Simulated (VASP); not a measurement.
# Ca (I4/mmm) in VASP: notebook

Aim: see how the results for Ca move with the level of theory and the settings. Levels: BLYP, AM05, PBEsol+D3(BJ). Tasks: elastic constants, equation of state, single point.

All numbers are computed with VASP 6.6.1; they aren't measurements. Logs are shortened: lines on timing, memory, paths and dates and some standing lists are left out, and cuts for length are marked.

## Step 1: The cell of the first run

Symmetry: I4/mmm, No. 139, tetragonal system. The conventional cell has a = 4.410 Å, b = 4.410 Å, c = 4.392 Å, α = 90.00°, β = 90.00°, γ = 90.00°. Ca (site symmetry 4/mmm) has 14 Ca at 3.81 to 4.41 Å within 5.0 Å.

This isn't the form of Ca at room conditions, which is fcc.

## Step 2: Elastic constants, BLYP

INCAR reads:

```
  AGGAC = 1.0
  AGGAX = 1.0
  ALDAC = 0.0
  ALDAX = 1.0
  ALGO = Normal
  EDIFF = 1E-8
  ENCUT = 500
  GGA = B5
  GGA_COMPAT = False
  IBRION = 6
  ISIF = 3
  ISMEAR = 1
  LASPH = True
  LCHARG = False
  LREAL = False
  LWAVE = False
  NBANDS = 11
  NELM = 120
  NFREE = 2
  NSW = 1
  POTIM = 0.015
  PREC = Accurate
  SIGMA = 0.05
```

KPOINTS reads:

```
k-points
0
Gamma
  7 7 7
```

POSCAR reads:

```
Ca
1.0
   -2.2052049050      2.2052049050      2.1961148100
    2.2052049050     -2.2052049050      2.1961148100
    2.2052049050      2.2052049050     -2.1961148100
Ca
1
Direct
    0.5000000000      0.5000000000      0.0000000000
```

Potentials or basis: VASP PAW PBE potentials, release 64 (Ca_sv).

Command:

```
> cat potpaw_PBE.64/Ca_sv/POTCAR > POTCAR
> mpirun -np 1 vasp_std > vasp.out
```

OUTCAR:

```text
EDIFF = 1E-8
   ENCUT = 500
   GGA = B5
   IBRION = 6
   ISIF = 3
   ISMEAR = 1
   LASPH = True
   LREAL = False
   NELM = 120
   NFREE = 2
   NSW = 1
   POTIM = 0.015
   PREC = Accurate

 ion  position               nearest neighbor table
   1  0.500  0.500  0.000-

  LATTYP: Found a body centered tetragonal cell.
 ALAT       =     4.4104098100
 C/A-ratio  =     0.9958778910

  Lattice vectors:

 A1 = (  -2.2052049050,   2.2052049050,   2.1961148100)
 A2 = (   2.2052049050,  -2.2052049050,   2.1961148100)
 A3 = (   2.2052049050,   2.2052049050,  -2.1961148100)

Analysis of symmetry for initial positions (statically):
=====================================================================
 Subroutine PRICEL returns:
 Original cell was already a primitive cell.

 Routine SETGRP: Setting up the symmetry group for a
 body centered tetragonal supercell.

 Subroutine GETGRP returns: Found 16 space group operations
 (whereof 16 operations were pure point group operations)
 out of a pool of 16 trial point group operations.

The static configuration has the point symmetry D_4h.

Analysis of symmetry for dynamics (positions and initial velocities):
=====================================================================
 Subroutine PRICEL returns:
 Original cell was already a primitive cell.

 Routine SETGRP: Setting up the symmetry group for a
 body centered tetragonal supercell.

 Subroutine GETGRP returns: Found 16 space group operations
 (whereof 16 operations were pure point group operations)
 out of a pool of 16 trial point group operations.

The dynamic configuration has the point symmetry D_4h.

 Subroutine INISYM returns: Found 16 space group operations
 (whereof 16 operations are pure point group operations),
 and found     1 'primitive' translations

----------------------------------------------------------------------------------------

[... 340 lines left out ...]
      6       4.4662      0.00000
      7       4.4798      0.00000
      8       4.4798      0.00000
      9       5.4650      0.00000
     10       5.4902      0.00000
     11      12.6526      0.00000
[... 309 lines left out ...]
 k-point    24 :      -0.4286    0.4286    0.1429
  band No.  band energies     occupation
      1     -39.6723      2.00000
      2     -20.8458      2.00000
      3     -20.7821      2.00000
      4     -20.7427      2.00000
      5       1.3790      2.00000
      6       2.7426     -0.00000
      7       3.8811      0.00000
      8       4.8791      0.00000
      9       5.7848      0.00000
     10       6.2499      0.00000
     11       7.6923      0.00000

 [... further k-points ...]

------------------------ aborting loop because EDIFF is reached ----------------------------------------

  FORCE on cell =-STRESS in cart. coord.  units (eV):
  Direction    XX          YY          ZZ          XY          YZ          ZX
  --------------------------------------------------------------------------------------
  -------------------------------------------------------------------------------------
  Total       -0.0177120     -0.0177120     -0.0668567      0.0000000      0.0000000      0.0000000
  in kB       -0.6643033     -0.6643033     -2.5075101      0.0000000      0.0000000      0.0000000
  external PRESSURE =      -1.2787055 kB  Pullay stress =       0.0000000 kB
[... 16 lines left out ...]
  FREE ENERGIE OF THE ION-ELECTRON SYSTEM (eV)
  ---------------------------------------------------
  free  energy   TOTEN  =        -1.2243415194 eV

  energy  without entropy=       -1.2228807141  energy(sigma->0) =       -1.22385458

 INTERNAL STRAIN TENSORS FROM STRAINED CELLS
 ============================================

 INTERNAL STRAIN TENSOR FOR ION    1 for displacements in x,y,z  (eV/Angst):
          X           Y           Z          XY          YZ          ZX
  --------------------------------------------------------------------------------
  x     0.00000    -0.00000     0.00000    -0.00000    -0.00000    -0.00000
  y     0.00000     0.00000    -0.00000     0.00000    -0.00000    -0.00000
  z    -0.00000     0.00000    -0.00000     0.00000    -0.00000    -0.00000

 INTERNAL STRAIN TENSORS FROM DISPLACED ATOMS
 ============================================

 INTERNAL STRAIN TENSOR FOR ION    1 for displacements in x,y,z  (eV/Angst):
          X           Y           Z          XY          YZ          ZX
  --------------------------------------------------------------------------------
  x     0.00000     0.00000     0.00000     0.00000     0.00000     0.00000
  y     0.00000     0.00000     0.00000     0.00000     0.00000     0.00000
  z     0.00000     0.00000     0.00000     0.00000     0.00000     0.00000

 Eigenvectors and eigenvalues of the dynamical matrix
 ----------------------------------------------------

   1 f  =    0.000000 THz     0.000000 2PiTHz    0.000000 cm-1     0.000000 meV
             X         Y         Z           dx          dy          dz
      0.000000  0.000000  2.196115     0.000000    0.000000    1.000000

   2 f/i=    0.000000 THz     0.000000 2PiTHz    0.000000 cm-1     0.000000 meV
             X         Y         Z           dx          dy          dz
      0.000000  0.000000  2.196115     0.000000    1.000000    0.000000

   3 f/i=    0.000000 THz     0.000000 2PiTHz    0.000000 cm-1     0.000000 meV
             X         Y         Z           dx          dy          dz
      0.000000  0.000000  2.196115     1.000000    0.000000    0.000000

--------------------------------------------------------------------------------------------------------

 ELASTIC MODULI CONTR FROM IONIC RELAXATION (kBar)
 Direction    XX          YY          ZZ          XY          YZ          ZX
 --------------------------------------------------------------------------------
 XX           0.0000      0.0000      0.0000      0.0000      0.0000      0.0000
 YY           0.0000      0.0000      0.0000      0.0000      0.0000      0.0000
 ZZ           0.0000      0.0000      0.0000      0.0000      0.0000      0.0000
 XY           0.0000      0.0000      0.0000      0.0000      0.0000      0.0000
 YZ           0.0000      0.0000      0.0000      0.0000      0.0000      0.0000
 ZX           0.0000      0.0000      0.0000      0.0000      0.0000      0.0000
 --------------------------------------------------------------------------------

 TOTAL ELASTIC MODULI (kBar)
 Direction    XX          YY          ZZ          XY          YZ          ZX
 --------------------------------------------------------------------------------
 XX         -82.9680    214.7782    260.2571     -0.0000     -0.0000     -0.0000
 YY         214.7782    -82.9680    260.2571     -0.0000      0.0000      0.0000
 ZZ         260.2571    260.2571   -109.7553      0.0000      0.0000      0.0000
 XY          -0.0000     -0.0000      0.0000    -77.2543      0.0000      0.0000
 YZ          -0.0000      0.0000      0.0000      0.0000    -45.7540      0.0000
 ZX          -0.0000      0.0000      0.0000      0.0000      0.0000    -45.7540
 --------------------------------------------------------------------------------
```

OSZICAR:

```text
N       E                     dE             d eps       ncg     rms          rms(c)
DAV:   1     0.686598928942E+02    0.68660E+02   -0.52426E+03   880   0.780E+02
DAV:   2     0.223234422486E+01   -0.66428E+02   -0.65655E+02   955   0.218E+02
DAV:   3    -0.112937272748E+01   -0.33617E+01   -0.33219E+01  1583   0.389E+01
DAV:   4    -0.123081478653E+01   -0.10144E+00   -0.10111E+00  1124   0.462E+00
[... 225 lines left out ...]
DAV:   4    -0.122434130804E+01   -0.24031E-05   -0.63747E-05  1005   0.813E-02    0.171E-03
DAV:   5    -0.122434157549E+01   -0.26744E-06   -0.31459E-06  1379   0.125E-02    0.408E-04
DAV:   6    -0.122434155613E+01    0.19353E-07   -0.29510E-08  1048   0.161E-03    0.271E-04
DAV:   7    -0.122434151615E+01    0.39984E-07   -0.11353E-08  1034   0.928E-04    0.794E-05
DAV:   8    -0.122434151943E+01   -0.32787E-08   -0.27110E-09   551   0.311E-04
  17 F= -.12243415E+01 E0= -.12238546E+01  d E =-.146081E-02
```

Run time: 10 min. Hardware: 1 thread of Intel Xeon Platinum 8259CL at 2.50GHz (Skylake/Cascade Lake), shared host; peak memory 0.22 GiB.

What came out:

```yaml
Voigt_bulk_modulus: 13 GPa
```

Elastic tensor in Voigt notation (GPa, in the Cartesian axes of the cell as first typed):
```
 -8  21  26   0   0   0
 21  -8  26   0   0   0
 26  26 -11   0   0   0
  0   0   0  -5   0   0
  0   0   0   0  -5   0
  0   0   0   0   0  -8
```

Clamped-ion elastic tensor (GPa):
```
 -8  21  26   0   0   0
 21  -8  26   0   0   0
 26  26 -11   0   0   0
  0   0   0  -5   0   0
  0   0   0   0  -5   0
  0   0   0   0   0  -8
```

Caveat: the elastic tensor has a negative eigenvalue, so either the cell is unstable as it stands or the mesh is too thin; the PAW data sets were made with another functional, which shifts forces and pressure a little.

## Step 3: Equation of state, AM05

POSCAR.step1 reads:

```
Ca
1.0
   -2.1369584612      2.1369584612      2.1281496868
    2.1369584612     -2.1369584612      2.1281496868
    2.1369584612      2.1369584612     -2.1281496868
Ca
1
Direct
    0.5000000000      0.5000000000      0.0000000000
```

POSCAR.step2 reads:

```
Ca
1.0
   -2.1601880904      2.1601880904      2.1512835610
    2.1601880904     -2.1601880904      2.1512835610
    2.1601880904      2.1601880904     -2.1512835610
Ca
1
Direct
    0.5000000000      0.5000000000      0.0000000000
```

POSCAR.step3 reads:

```
Ca
1.0
   -2.1829285836      2.1829285836      2.1739303154
    2.1829285836     -2.1829285836      2.1739303154
    2.1829285836      2.1829285836     -2.1739303154
Ca
1
Direct
    0.5000000000      0.5000000000      0.0000000000
```

POSCAR.step4 reads:

```
Ca
1.0
   -2.2052049036      2.2052049036      2.1961148100
    2.2052049036     -2.2052049036      2.1961148100
    2.2052049036      2.2052049036     -2.1961148100
Ca
1
Direct
    0.5000000000      0.5000000000      0.0000000000
```

POSCAR.step5 reads:

```
Ca
1.0
   -2.2270400356      2.2270400356      2.2178599352
    2.2270400356     -2.2270400356      2.2178599352
    2.2270400356      2.2270400356     -2.2178599352
Ca
1
Direct
    0.5000000000      0.5000000000      0.0000000000
```

POSCAR.step6 reads:

```
Ca
1.0
   -2.2484551958      2.2484551958      2.2391868198
    2.2484551958     -2.2484551958      2.2391868198
    2.2484551958      2.2484551958     -2.2391868198
Ca
1
Direct
    0.5000000000      0.5000000000      0.0000000000
```

POSCAR.step7 reads:

```
Ca
1.0
   -2.2694700138      2.2694700138      2.2601150124
    2.2694700138     -2.2694700138      2.2601150124
    2.2694700138      2.2694700138     -2.2601150124
Ca
1
Direct
    0.5000000000      0.5000000000      0.0000000000
```

INCAR reads:

```
  ALGO = Normal
  EDIFF = 1E-7
  ENCUT = 450
  GGA = AM
  GGA_COMPAT = False
  ISIF = 2
  ISMEAR = 1
  LASPH = True
  LCHARG = False
  LREAL = False
  LWAVE = False
  NELM = 120
  NSW = 0
  PREC = Accurate
  SIGMA = 0.1
```

KPOINTS reads:

```
k-points
0
Gamma
  11 11 11
```

Potentials or basis: VASP PAW PBE potentials, release 64 (Ca_sv_GW).

Command:

```
> cat potpaw_PBE.64/Ca_sv_GW/POTCAR > POTCAR
> cp POSCAR.step1 POSCAR
> mpirun -np 1 vasp_std > vasp.out
> cp POSCAR.step2 POSCAR
> mpirun -np 1 vasp_std > vasp.out
> cp POSCAR.step3 POSCAR
> mpirun -np 1 vasp_std > vasp.out
> cp POSCAR.step4 POSCAR
> mpirun -np 1 vasp_std > vasp.out
> cp POSCAR.step5 POSCAR
> mpirun -np 1 vasp_std > vasp.out
> cp POSCAR.step6 POSCAR
> mpirun -np 1 vasp_std > vasp.out
> cp POSCAR.step7 POSCAR
> mpirun -np 1 vasp_std > vasp.out
```

Wall time 2.5 min (1 thread of Intel Xeon 6975P-C (Granite Rapids), shared host); peak memory 0.18 GiB.

The run converged. Its results:

```yaml
Equilibrium_volume: "41.17 Å³/atom (rough: see the caveat)"
Bulk_modulus_at_fixed_shape_and_positions: 16.2 GPa (rough)
```

Energy against volume, from the lowest point:
```tsv
volume (Å³/atom)	energy (meV/atom)
38.874	6.78
40.155	1.25
41.437	0.00
42.718	2.73
44.000	9.09
45.281	18.73
46.563	31.24
```

Caveat: the fit is doubtful: noisy points or a state that changes with volume; the cell was scaled at fixed shape and fractional positions, which overstates the stiffness of a crystal with free parameters, most of all of layers and chains; the PAW data sets were made with another functional, which shifts forces and pressure a little.

## Step 4: Single point, PBEsol+D3(BJ)

POSCAR reads:

```
Ca
1.0
   -2.2052049036      2.2052049036      2.1961148100
    2.2052049036     -2.2052049036      2.1961148100
    2.2052049036      2.2052049036     -2.1961148100
Ca
1
Direct
    0.5000000000      0.5000000000      0.0000000000
```

INCAR.step1 reads:

```
SYSTEM = Ca
PREC = Accurate
ENCUT = 520
EDIFF = 1E-6
ISMEAR = 0
SIGMA = 0.005
LREAL = .False.
LASPH = .True.
NELM = 60
ALGO = Fast
ISIF = 2
LWAVE = .False.
LCHARG = .True.
GGA = PS
IVDW = 12
NBANDS = 11
```

KPOINTS.step1 reads:

```
Automatic mesh
0
Gamma
  9 9 9
  0 0 0
```

INCAR.step2 reads:

```
SYSTEM = Ca
PREC = Accurate
ENCUT = 520
EDIFF = 1E-6
ISMEAR = -5
SIGMA = 0.005
LREAL = .False.
LASPH = .True.
NELM = 60
ALGO = Fast
ISIF = 2
LWAVE = .False.
LCHARG = .False.
GGA = PS
IVDW = 12
LORBIT = 10
NBANDS = 11
NEDOS = 2001
ICHARG = 11
```

KPOINTS.step2 reads:

```
Automatic mesh
0
Gamma
  14 14 14
  0 0 0
```

Potentials or basis: VASP PAW PBE potentials, release 64 (Ca_sv).

Command:

```
> cat potpaw_PBE.64/Ca_sv/POTCAR > POTCAR
> cp INCAR.step1 INCAR
> cp KPOINTS.step1 KPOINTS
> mpirun -np 1 vasp_std > vasp.out
> cp INCAR.step2 INCAR
> cp KPOINTS.step2 KPOINTS
> mpirun -np 1 vasp_std > vasp.out
```

It took 44 s on 1 thread of Intel Xeon 6975P-C (Granite Rapids), shared host; peak memory 0.24 GiB.

Results (log left out):

```
Valence electrons inside the program's atomic spheres : Ca 8.08
Dispersion energy per atom                            : -0.235 eV
```

Levels at points of the mesh, in eV from the Fermi level:
| k point | band 1 | band 2 | band 3 | band 4 | band 5 | band 6 | band 7 | band 8 | band 9 | band 10 |
| --- | --- | --- | --- | --- | --- | --- | --- | --- | --- | --- |
| (0.00, 0.00, 0.00) | -41.97 | -22.96 | -22.96 | -22.96 | -4.09 | 2.20 | 2.22 | 2.22 | 3.26 | 3.28 |
| (0.50, 0.00, 0.00) | -41.96 | -23.10 | -23.01 | -22.96 | -0.94 | -0.06 | 1.27 | 3.17 | 3.54 | 4.29 |
| (0.50, 0.50, 0.00) | -41.96 | -23.10 | -23.01 | -22.96 | -0.95 | -0.08 | 1.29 | 3.15 | 3.53 | 4.29 |
| (0.50, 0.50, 0.50) | -41.95 | -23.06 | -23.06 | -23.06 | 0.02 | 0.03 | 3.80 | 3.80 | 3.87 | 4.06 |

Caveat: three body term missing; the PAW data sets were made with another functional, which shifts forces and pressure a little; tetrahedron occupations give inexact forces and stress in metals.
